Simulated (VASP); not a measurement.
Runs of VASP 6.6.1 on Sb. The structure is that of space group Pm-3m (No. 221), or close to it. The cells are those of the table. This isn't the form of Sb at room conditions, which is rhombohedral.

```tsv
task	cell	k mesh	cutoff (eV)	gap on the mesh (eV)	pressure (GPa)
single point	a = 2.737 Å, 1 atom	16 × 16 × 16	520	none	51.3
relaxation of cell and atoms	relaxed to 90 GPa from a = 2.665 Å, 1 atom	16 × 16 × 16	600	none	90.0
single point	a = 3.106 Å, 1 atom	14 × 14 × 14	520	none	-1.0
relaxation of cell and atoms	relaxed to 1 GPa from a = 3.077 Å, 1 atom	14 × 14 × 14	600	none	1.0
single point	a = 2.626 Å, 1 atom	16 × 16 × 16	520	none	92.5
single point	a = 2.851 Å, 1 atom	14 × 14 × 14	520	none	(a)
single point	a = 3.025 Å, 1 atom	14 × 14 × 14	520	none	4.2
relaxation of cell and atoms	relaxed to -1 GPa from a = 3.098 Å, 1 atom	14 × 14 × 14	600	none	-1.0
```

Alike in all rows: level r2SCAN; potentials or basis VASP PAW PBE potentials, release 64 (Sb); no spin polarisation; smearing gaussian 0.1 eV.

Task: Fill in the values left out.

Result: (a) 25.6.

Caveats: the PAW data sets were made with another functional, which shifts forces and pressure a little; spin-orbit coupling is left out, which moves the levels of the heavy elements; the cell stands under pressure (at least some runs); the cell is relaxed towards a set pressure, so the run minimises the enthalpy, not the energy (at least some runs).

A k mesh can miss the band edges, and the runs leave out spin-orbit coupling on Sb.

A gap of «none» marks levels without a gap at the run's occupations.
